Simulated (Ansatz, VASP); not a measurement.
# Sr: VASP beside Ansatz

```xyz
1
Lattice="0.0000 2.9029 2.9029 2.9029 0.0000 2.9029 2.9029 2.9029 0.0000" Properties=species:S:1:pos:R:3 pbc="T T T"
Sr    0.0000    0.0000    0.0000
```

Alike in both runs: task single point; functional LDA; k mesh 9 × 9 × 9; occupations methfessel-paxton of order 1, width 0.3 eV; no spin polarisation.

|  | VASP | Ansatz |
| --- | --- | --- |
| version | VASP 6.6.1 | Ansatz 0.2.0 |
| potentials or method | VASP PAW LDA potentials, release 64 (Sr_sv), cutoff 500 eV | plane waves (420 eV) with PAW, scalar-relativistic |
| valence electrons in the cell | 10 | 10 |

|  | VASP | Ansatz | Ansatz less VASP |
| --- | --- | --- | --- |
| pressure (GPa) | -0.1 | -0.1 | +0.01 |

Ansatz warns that its potentials were made for another functional, while VASP's fit it. LDA's correlation is that of Perdew and Zunger in VASP and of Perdew and Wang (1992) in Ansatz.
